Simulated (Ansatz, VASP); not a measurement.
# Two plane-wave programs on PbSe

Contents of INCAR:

```
PREC     = Accurate       # precision mode
ENCUT    = 520            # plane-wave cutoff, eV
EDIFF    = 1E-6           # SCF threshold, eV
ISMEAR   = 0              # smearing method
SIGMA    = 0.05           # smearing width, eV
LREAL    = False          # projectors in reciprocal space
LASPH    = True           # aspherical terms in the spheres
NELM     = 60             # most SCF steps
ALGO     = Normal         # electronic algorithm
ISIF     = 2              # what is computed and relaxed
LWAVE    = False          # write WAVECAR
LCHARG   = False          # write CHGCAR
GGA      = PS             # functional
NBANDS   = 17             # bands
```

KPOINTS

```
Automatic mesh
0
Gamma
  10 10 10
```

File POSCAR:

```
PbSe
1.0
    0.0809632460      3.0711527210      2.9691218830
    3.1361009225     -0.0043176315      3.0544027605
    3.1245259955      3.1448586715      0.0072572955
Pb Se
1 1
Direct
   -0.0077951766      0.0008849991     -0.0186927486
    0.5077951766      0.4991150009      0.5186927486
```

Input for Ansatz:

```yaml
crystal:
  lattice:
    - [0.080963246, 3.071152721, 2.969121883]
    - [3.1361009225, -0.0043176315, 3.0544027605]
    - [3.1245259955, 3.1448586715, 0.0072572955]
  atoms:
    - { symbol: Pb, position: [-0.0077951766, 0.0008849991, -0.0186927486] }
    - { symbol: Se, position: [0.5077951766, 0.4991150009, 0.5186927486] }
basis:
  ecutwfc: 420
kpoints:
  mp_grid: { grid: [10, 10, 10] }
hamiltonian:
  xc: pbesol
scf:
  occupations: { method: gaussian, width: 0.05 }
output:
  forces: true
  stress: true
  eigenvalues: true
```

Change from the starting cell: all atoms moved at random, cell strained at random.

Alike in both runs: task single point; functional PBEsol; k mesh 10 × 10 × 10; occupations gaussian, width 0.05 eV; no spin polarisation.

|  | VASP | Ansatz |
| --- | --- | --- |
| version | VASP 6.6.1 | Ansatz 0.2.0 |
| potentials or method | VASP PAW PBE potentials, release 64 (Pb_d, Se), cutoff 520 eV | scalar-relativistic, plane waves, PAW |
| valence electrons in the cell | 20 | 30 |

VASP gave:

| Quantity | Value |
| --- | --- |
| gap on the k mesh at the Fermi level (eV) | 0.07 |
| least direct gap on the mesh (eV) | 0.26 |
| pressure (GPa) | -0.2 |
| traceless stress, the component that is largest in VASP (GPa) | 1.97 |
| rms of the force components (eV/Å) | 0.057 |

**Question.** What did Ansatz give for the same quantities?

**Answer.** gap on the k mesh at the Fermi level (eV): 0.06; least direct gap on the mesh (eV): 0.26; pressure (GPa): -0.2; traceless stress, the component that is largest in VASP (GPa): 1.96; rms of the force components (eV/Å): 0.055.

VASP's potentials were made for PBE, not for PBEsol. Atom by atom the forces differ by 0.002 eV/Å (rms over components). The functional is the same, so the differences come from potentials, cutoffs and numerics. VASP's potentials hold 20 valence electrons a cell and Ansatz's 30, so a difference there can come from the potentials and not from the codes.

Spin-orbit coupling is off throughout.
